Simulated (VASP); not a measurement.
Wanted: the native input for a VASP 6.6.1 run.

* Task: relaxation of cell and atoms
* Functional: r2SCAN
* Potentials or basis: VASP PAW PBE potentials, release 64 (Na_pv, Cl)
* Cutoff: 550 eV
* k mesh: 8 × 8 × 8
* Occupations: gaussian, width 0.01 eV
* Spin: no spin polarisation
* Target pressure: 4 GPa
* Dipole correction: no
* Further INCAR settings: ALGO = Normal; EDIFF = 1e-07; IBRION = 2; EDIFFG = -0.002; NSW = 100; ISIF = 3

Crystal: NaCl.

```
Na Cl
1.0
     2.80398    2.80398    0.00000
    -2.80398    2.80398    0.00000
     0.00000    2.80398    2.80398
Na Cl
1 1
Cartesian
  0.0000 0.0000 0.0000
  0.0000 2.8040 0.0000
```

The input as run:

POSCAR

```
NaCl
1.0
    2.8039807854      2.8039807854      0.0000000000
   -2.8039807854      2.8039807854      0.0000000000
    0.0000000000      2.8039807854      2.8039807854
Na Cl
1 1
Direct
    0.0000000000      0.0000000000      0.0000000000
    0.5000000000      0.5000000000      0.0000000000
```

INCAR.step1

```
PREC = Accurate
ENCUT = 550
ISMEAR = 0
SIGMA = 0.01
LREAL = F
LASPH = T
NELM = 120
GGA = PE
ALGO = Normal
EDIFF = 1E-5
LWAVE = T
LCHARG = F
GGA_COMPAT = F
IBRION = 2
ISIF = 3
EDIFFG = -0.005
NELMIN = 4
NSW = 100
```

INCAR.step2

```
PREC = Accurate
ENCUT = 550
EDIFF = 1E-7
ISMEAR = 0
SIGMA = 0.01
LREAL = F
LASPH = T
NELM = 120
ALGO = Normal
ISIF = 3
LWAVE = F
LCHARG = F
METAGGA = R2SCAN
LMIXTAU = T
IBRION = 2
NSW = 100
EDIFFG = -0.002
PSTRESS = 40.0
ISTART = 1
GGA_COMPAT = F
NELMIN = 4
```

KPOINTS

```
Automatic mesh
0
Gamma
  8 8 8
```

Potentials or basis: VASP PAW PBE potentials, release 64 (Na_pv, Cl).

Run with:

```sh
$ cat potpaw_PBE.64/Na_pv/POTCAR potpaw_PBE.64/Cl/POTCAR > POTCAR
$ cp INCAR.step1 INCAR
$ mpirun -np 1 vasp_std > vasp.out
$ cp INCAR.step2 INCAR
$ mpirun -np 1 vasp_std > vasp.out
```

It gave:

* Relaxed volume: 19.57 Å³/atom
* Relaxed cell: a = 3.811 Å, b = 3.811 Å, c = 3.811 Å, α = 60.00°, β = 60.00°, γ = 90.00°
* Space group after relaxing (to 0.1 Å): Fm-3m (No. 225)
* Energy change on relaxing (the run minimises the enthalpy): +25.2 meV/atom
* Ionic steps: 4
* Pressure after relaxing: 4.0 GPa
* Band gap on the k mesh: 6.55 eV

Caveat: the cell is relaxed towards a set pressure, so the run minimises the enthalpy, not the energy; the PAW data sets were made with another functional, which shifts forces and pressure a little.

Wall time 3.9 min on 1 thread of Intel(R) Xeon(R) Platinum 8559C (Emerald Rapids), on a shared host, peak memory 0.17 GiB.
